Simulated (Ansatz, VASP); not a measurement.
Given: the input of a run of VASP 6.6.1 on Au.

The input POSCAR:

```
Au
1.0
    2.8525392154      0.0000000000      0.0000000000
   -0.0131258315      2.8572914708      0.0000000000
   -1.1528656209     -1.2010102618      4.9888111224
Au
2
Direct
    0.6728620000      0.6659620000      0.2740550000
    0.3271380000      0.3340380000      0.7259450000
```

INCAR.step1

```
PREC = Accurate
ENCUT = 520
ISMEAR = -1
SIGMA = 0.05
LREAL = F
LASPH = T
NELM = 60
NBANDS = 18
GGA = PE
ALGO = Normal
EDIFF = 1E-4
LWAVE = T
LCHARG = F
```

The input INCAR.step2:

```
PREC = Accurate
ENCUT = 520
EDIFF = 1E-7
ISMEAR = -1
SIGMA = 0.05
LREAL = F
LASPH = T
NELM = 60
ALGO = Normal
ISIF = 2
LWAVE = F
LCHARG = T
METAGGA = R2SCAN
LMIXTAU = T
LELF = T
LVHAR = T
NBANDS = 18
ISTART = 1
```

Contents of KPOINTS:

```
regular mesh
0
Gamma
  10 10 6
```

Potentials or basis: VASP PAW PBE potentials, release 64 (Au).

Run with:

```bash
$ cat potpaw_PBE.64/Au/POTCAR > POTCAR
$ cp INCAR.step1 INCAR
$ mpirun -np 1 vasp_std > vasp.out
$ cp INCAR.step2 INCAR
$ mpirun -np 1 vasp_std > vasp.out
```

Problem. Translate it to Ansatz 0.2.0. Potentials there: Ansatz PAW.

Solution. As run (the cutoff follows the program's own potentials):

The input input.yaml:

```yaml
crystal:
  lattice:
    - [2.8525392154, 0.0, 0.0]
    - [-0.0131258315, 2.8572914708, 0.0]
    - [-1.1528656209, -1.2010102618, 4.9888111224]
  atoms:
    - { symbol: Au, position: [0.672862, 0.665962, 0.274055] }
    - { symbol: Au, position: [0.327138, 0.334038, 0.725945] }
hamiltonian:
  xc: r2scan
  pseudopotentials: { kind: paw }
kpoints:
  mp_grid: { grid: [10, 10, 6] }
scf:
  occupations: { method: fermi_dirac, width: 0.05 }
output:
  forces: true
  stress: true
  eigenvalues: true
```

Potentials or basis: Ansatz PAW.

Run with:

```bash
$ ansatz run input.yaml --threads 2 --pin off --max-ram 5632MiB --backend cpu --events-out ev --progress --plain --runs-dir out
```

Both were run:

|  | VASP | Ansatz | Ansatz less VASP |
| --- | --- | --- | --- |
| gap on the k mesh at the Fermi level (eV) | none | none | - |
| pressure (GPa) | -7.8 | -7.9 | -0.18 |
| traceless stress, the component that is largest in VASP (GPa) | 1.46 | 1.47 | +0.019 |
| rms of the force components (eV/Å) | 0.041 | 0.040 | -0.0013 |

VASP's potentials were made for PBE, not for r2SCAN. Atom by atom the forces differ by 0.001 eV/Å (rms over components). A gap of «none» marks a metal or a gap that the smearing closes. VASP's potentials hold 22 valence electrons a cell and Ansatz's 38, so a difference there can come from the potentials and not from the codes.

Neither program's run includes spin-orbit coupling.
